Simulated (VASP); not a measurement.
Write the native input for VASP 6.6.1 that does the following.

| Quantity | Value |
| --- | --- |
| Task | relaxation of cell and atoms |
| Functional | r2SCAN |
| Potentials or basis | VASP PAW PBE potentials, release 64 (Ti_sv) |
| Cutoff | 600 eV |
| k mesh | 18 × 18 × 18 |
| Occupations | gaussian, width 0.1 eV |
| Spin | no spin polarisation |
| Target pressure | -3 GPa |
| Dipole correction | no |
| Further INCAR settings | ALGO = Normal; EDIFF = 1e-06; IBRION = 2; EDIFFG = -0.008; NSW = 70; ISIF = 3 |

Ti:

```xyz
1
Lattice="0.0000 2.0748 2.0748 2.0748 0.0000 2.0748 2.0748 2.0748 0.0000" Properties=species:S:1:pos:R:3 pbc="T T T"
Ti    0.0000    0.0000    0.0000
```

This isn't the form of Ti at room conditions, which is hcp.

One way to write it, as run:

POSCAR

```
Ti
1.0
    0.0000000000      2.0747605188      2.0747605188
    2.0747605188      0.0000000000      2.0747605188
    2.0747605188      2.0747605188      0.0000000000
Ti
1
Direct
    0.0000000000      0.0000000000      0.0000000000
```

INCAR.step1

```
SYSTEM = Ti
ALGO = Normal
EDIFF = 1E-4
ENCUT = 600
GGA = PE
ISMEAR = 0
LASPH = .TRUE.
LCHARG = .FALSE.
LREAL = .FALSE.
LWAVE = .TRUE.
NELM = 80
PREC = Accurate
SIGMA = 0.1
```

INCAR.step2

```
SYSTEM = Ti
ALGO = Normal
EDIFF = 1E-6
EDIFFG = -0.008
ENCUT = 600
IBRION = 2
ISIF = 3
ISMEAR = 0
ISTART = 1
LASPH = .TRUE.
LCHARG = .FALSE.
LMIXTAU = .TRUE.
LREAL = .FALSE.
LWAVE = .FALSE.
METAGGA = R2SCAN
NELM = 80
NSW = 70
PREC = Accurate
PSTRESS = -30.0
SIGMA = 0.1
```

KPOINTS

```
k-points
0
G
  18 18 18
  0 0 0
```

Potentials or basis: VASP PAW PBE potentials, release 64 (Ti_sv).

Run with:

```console
$ cat potpaw_PBE.64/Ti_sv/POTCAR > POTCAR
$ cp INCAR.step1 INCAR
$ mpirun -np 1 vasp_std > vasp.out
$ cp INCAR.step2 INCAR
$ mpirun -np 1 vasp_std > vasp.out
```

Results of the run:

```json
{"Relaxed volume": "17.93 Å³/atom", "Relaxed cell": "a = 2.938 Å, b = 2.938 Å, c = 2.938 Å, α = 60.00°, β = 60.00°, γ = 60.00°", "Space group after relaxing (to 0.1 Å)": "Fm-3m (No. 225)", "Energy change on relaxing (the run minimises the enthalpy)": "+1.1 meV/atom", "Ionic steps": "3", "Pressure after relaxing": "-3.0 GPa", "Band gap on the k mesh": "zero (bands 6 and 7 overlap by 1.38 eV)"}
```

Caveat: the cell is relaxed towards a set pressure, so the run minimises the enthalpy, not the energy; the PAW data sets were made with another functional, which shifts forces and pressure a little.

Wall time 2 min on 1 thread of Intel(R) Xeon(R) 6975P-C (Granite Rapids), on a shared host, peak memory 0.18 GiB.
